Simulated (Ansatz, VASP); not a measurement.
## ZnO: VASP beside Ansatz

```
CELL_PARAMETERS angstrom
3.14830 0.00000 0.00000
-1.57415 2.72650 0.00000
0.00000 0.00000 5.71658
ATOMIC_POSITIONS crystal
Zn 0.33333 0.66667 0.00150
Zn 0.66667 0.33333 0.50150
O 0.33333 0.66667 0.38060
O 0.66667 0.33333 0.88060
```

Change from the starting cell: strain -0.040 along x and y, +0.080 along z, atoms carried along.

Alike in both runs: task single point; functional PBE; k mesh 12 × 12 × 6; occupations gaussian, width 0.05 eV; no spin polarisation.

|  | VASP | Ansatz |
| --- | --- | --- |
| version | VASP 6.6.1 | Ansatz 0.2.0 |
| potentials or method | VASP PAW PBE potentials, release 64 (Zn, O), cutoff 520 eV | scalar-relativistic, plane waves, PAW |
| valence electrons in the cell | 36 | 36 |

```csv
,VASP,Ansatz,Ansatz less VASP
gap on the k mesh at the Fermi level (eV),0.49,0.51,+0.018
least direct gap on the mesh (eV),0.49,0.51,+0.018
pressure (GPa),4.1,3.1,-1.00
"traceless stress, the component that is largest in VASP (GPa)",-14.63,-14.05,+0.578
rms of the force components (eV/Å),0.350,0.314,-0.0364
```

Atom by atom the forces differ by 0.036 eV/Å (rms over components).
